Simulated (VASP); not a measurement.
Here is a VASP 6.6.1 calculation.

File POSCAR:

```
AlN
1.0
    3.1064902802      0.0000000000      0.0000000000
   -1.5532451401      2.6902994992      0.0000000000
    0.0000000000      0.0000000000      4.9780207988
Al N
2 2
Direct
    0.3333333333      0.6666666667      0.0001761998
    0.6666666667      0.3333333333      0.5001761998
    0.3333333333      0.6666666667      0.3818238002
    0.6666666667      0.3333333333      0.8818238002
```

Contents of INCAR.step1:

```
SYSTEM = AlN
ALGO = Normal
EDIFF = 1E-4
ENCUT = 520
GGA = PE
ISMEAR = 0
LASPH = .TRUE.
LCHARG = .FALSE.
LREAL = .FALSE.
LWAVE = .TRUE.
NBANDS = 16
NELM = 100
PREC = Accurate
SIGMA = 0.01
```

The input INCAR.step2:

```
SYSTEM = AlN
ALGO = Normal
EDIFF = 1E-6
ENCUT = 520
ISIF = 2
ISMEAR = 0
ISTART = 1
LASPH = .TRUE.
LCHARG = .FALSE.
LMIXTAU = .TRUE.
LREAL = .FALSE.
LWAVE = .FALSE.
METAGGA = R2SCAN
NBANDS = 16
NELM = 100
PREC = Accurate
SIGMA = 0.01
```

Contents of KPOINTS:

```
k-points
0
G
  12 12 6
  0 0 0
```

Potentials or basis: VASP PAW PBE potentials, release 64 (Al, N).

Command:

```bash
$ cat potpaw_PBE.64/Al/POTCAR potpaw_PBE.64/N/POTCAR > POTCAR
$ cp INCAR.step1 INCAR
$ mpirun -np 1 vasp_std > vasp.out
$ cp INCAR.step2 INCAR
$ mpirun -np 1 vasp_std > vasp.out
```

**Question.** Predict the pressure.

**Answer.** -0.3 GPa.

**Question.** Predict the band gap on the k mesh.

**Answer.** 4.92 eV, direct.

Caveat: the PAW data sets were made with another functional, which shifts forces and pressure a little. r2SCAN opens gaps a little over a GGA but as a rule still falls short of measured ones.
